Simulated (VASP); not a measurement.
Runs of VASP 6.6.1 on P. Symmetry: Cmce, No. 64, orthorhombic system. Conventional cell: a = 3.308 Å, b = 10.997 Å, c = 4.547 Å, α = 90.00°, β = 90.00°, γ = 90.00°. Within 2.9 Å of P (site symmetry m) lie 3 P at 2.21 to 2.25 Å. 

```csv
k mesh,smearing,gap on the mesh (eV),pressure (GPa),largest force (eV/Å)
9 × 9 × 7,fermi-dirac 0.05 eV,(a),-0.7,0.10
5 × 5 × 4,fermi-dirac 0.05 eV,0.62,-0.6,0.11
10 × 10 × 7,methfessel-paxton 1 eV,0.28,-0.8,0.09
6 × 6 × 4,fermi-dirac 0.05 eV,0.29,-0.6,0.10
10 × 10 × 7,methfessel-paxton 0.3 eV,0.29,-0.7,0.10
```

Alike in all rows: task single point; level r2SCAN; potentials or basis VASP PAW PBE potentials, release 64 (P); no spin polarisation; cell as given; cutoff (eV) 520.

Q: Fill in the values left out.

A: (a) 0.40.

Caveats: the PAW data sets were made with another functional, which shifts forces and pressure a little; so wide a smearing shifts energies and pressures (at least some runs).

A k mesh can miss the band edges.
